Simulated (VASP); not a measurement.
Write the native input for VASP 6.6.1 that does the following.

```
Task                   : single point
Functional             : PBE
Potentials or basis    : VASP PAW PBE potentials, release 64 (Cd, Hg, Te)
Cutoff                 : 520 eV
k mesh                 : 12 × 12 × 12
Occupations            : gaussian, width 0.1 eV
Spin                   : no spin polarisation
Dipole correction      : no
Further INCAR settings : ALGO = Normal; EDIFF = 1e-06; NBANDS = 36
```

The structure of Cd2HgTe3 lies in POSCAR:

```
Cd2HgTe3
1.0
   -2.3461650000      2.3461650000      9.9333700000
    2.3461650000     -2.3461650000      9.9333700000
    2.3461650000      2.3461650000     -9.9333700000
Cd Hg Te
2 1 3
Direct
    0.6668560000      0.6668560000      0.0000000000
    0.3331440000      0.3331440000      0.0000000000
    0.0000000000      0.0000000000      0.0000000000
    0.5839490000      0.0839490000      0.5000000000
    0.2500000000      0.7500000000      0.5000000000
    0.9160510000      0.4160510000      0.5000000000
```

One way to write it, as run:

INCAR

```
SYSTEM = Cd2HgTe3
PREC = Accurate
ENCUT = 520
EDIFF = 1E-6
ISMEAR = 0
SIGMA = 0.1
LREAL = .FALSE.
LASPH = .TRUE.
NELM = 60
ALGO = Normal
ISIF = 2
LWAVE = .FALSE.
LCHARG = .FALSE.
GGA = PE
NBANDS = 36
```

KPOINTS

```
Automatic mesh
0
G
  12 12 12
  0 0 0
```

Potentials or basis: VASP PAW PBE potentials, release 64 (Cd, Hg, Te).

Command:

```bash
$ cat potpaw_PBE.64/Cd/POTCAR potpaw_PBE.64/Hg/POTCAR potpaw_PBE.64/Te/POTCAR > POTCAR
$ mpirun -np 1 vasp_std > vasp.out
```

Results of the run:

```yaml
Pressure: 0.1 GPa
```

Wall time 51 min on 1 thread of AMD EPYC 9R45 96-Core Processor (Zen 5) (shared host), peak memory 1.7 GiB.
